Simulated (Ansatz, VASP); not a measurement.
# Two plane-wave programs on NaCl

```
Na Cl
1.0
     0.00000    2.80270    2.80270
     2.80270    0.00000    2.80270
     2.80270    2.80270    0.00000
Na Cl
1 1
Direct
  0.00000 0.00000 0.00000
  0.50000 0.50000 0.50000
```

Alike in both runs: task single point; functional r2SCAN0; k mesh 6 × 6 × 6; no spin polarisation.

|  | VASP | Ansatz |
| --- | --- | --- |
| version | VASP 6.6.1 | Ansatz 0.2.0 |
| potentials or method | VASP PAW PBE potentials, release 64 (Na_pv, Cl) | plane waves, PAW |
| plane-wave cutoff (eV) | 520 | 500 |
| occupations | gaussian, width 0.01 eV | fixed |
| valence electrons in the cell | 14 | 16 |

```csv
,VASP,Ansatz,Ansatz less VASP
gap on the k mesh at the Fermi level (eV),7.75,7.74,-0.017
pressure (GPa),-0.3,-0.2,+0.10
```

VASP's potentials were made for PBE, not for r2SCAN0. VASP's potentials hold 14 valence electrons a cell and Ansatz's 16, so a difference there can come from the potentials and not from the codes. Ansatz's warnings: stress exchange threshold loose, stress scf threshold loose.
